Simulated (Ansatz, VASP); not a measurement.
## Two plane-wave programs on NbAs

```
Nb As
1.0
    -1.71965    1.71965    5.79666
     1.71965   -1.71965    5.79666
     1.71965    1.71965   -5.79666
Nb As
2 2
Cartesian
  0.0000 0.0000 -0.0145
  0.0000 1.7196 2.8838
  0.0000 0.0000 4.8374
  1.7196 0.0000 1.9390
```

Alike in both runs: functional PBEsol; k mesh 18 × 18 × 18; occupations gaussian, width 0.1 eV; no spin polarisation.

Ansatz relaxed the structure, and its values are those at the end. VASP's run is a single point on that final structure, the one shown.

|  | VASP | Ansatz |
| --- | --- | --- |
| version | VASP 6.6.1 | Ansatz 0.2.0 |
| potentials or method | VASP PAW PBE potentials, release 64 (Nb_sv, As), cutoff 500 eV | scalar-relativistic, plane waves, PAW |
| valence electrons in the cell | 36 | 56 |

|  | VASP | Ansatz | Ansatz less VASP |
| --- | --- | --- | --- |
| gap on the k mesh at the Fermi level (eV) | none | none | - |
| pressure (GPa) | 0.1 | 0.0 | -0.14 |

VASP's potentials were made for PBE, not for PBEsol. A gap of «none» marks a metal or a gap that the smearing closes. The functional is the same, so the differences come from potentials, cutoffs and numerics. VASP's potentials hold 36 valence electrons a cell and Ansatz's 56, so a difference there can come from the potentials and not from the codes.
